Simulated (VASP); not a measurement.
Input of a VASP 6.6.1 run:

POSCAR

```
Si
1.0
   -3.2774197096      3.2774197096      1.9795369371
    3.2774197096     -3.2774197096      1.9795369371
    3.2774197096      3.2774197096     -1.9795369371
Si
4
Direct
    0.1787531995      0.1787531995      0.3575063991
    0.8212468005      0.8212468005      0.6424936010
    0.1787531995      0.8212468005      0.0000000000
    0.8212468005      0.1787531995      0.0000000000
```

The input INCAR.step1:

```
SYSTEM = Si
PREC = Accurate ; ENCUT = 520
ISMEAR = 0 ; SIGMA = 0.05
LREAL = .FALSE. ; LASPH = .TRUE.
NELM = 60 ; NBANDS = 16
GGA = PE ; ALGO = Normal
EDIFF = 1E-4 ; LWAVE = .TRUE.
LCHARG = .FALSE.
```

The input INCAR.step2:

```
SYSTEM = Si
PREC = Accurate ; ENCUT = 520
EDIFF = 1E-6 ; ISMEAR = 0
SIGMA = 0.05 ; LREAL = .FALSE.
LASPH = .TRUE. ; NELM = 60
ALGO = Normal ; ISIF = 2
LWAVE = .FALSE. ; LCHARG = .FALSE.
METAGGA = R2SCAN ; LMIXTAU = .TRUE.
NBANDS = 16 ; ISTART = 1
```

Contents of KPOINTS:

```
Automatic mesh
0
G
  10 10 10
  0 0 0
```

Potentials or basis: VASP PAW PBE potentials, release 64 (Si).

The run is started by

```sh
$ cat potpaw_PBE.64/Si/POTCAR > POTCAR
$ cp INCAR.step1 INCAR
$ mpirun -np 1 vasp_std > vasp.out
$ cp INCAR.step2 INCAR
$ mpirun -np 1 vasp_std > vasp.out
```

(1) Estimate the band gap on the k mesh.

(2) Estimate the pressure.

Results:

(1) 0.06 eV.

(2) -0.1 GPa.

Caveat: the cell differs from its parent crystal (strain -0.015 along x and y, +0.030 along z); the stress differs along the axes, from -6 to 3 GPa; semilocal functionals underestimate gaps, and a narrow one can read as zero; the PAW data sets were made with another functional, which shifts forces and pressure a little.
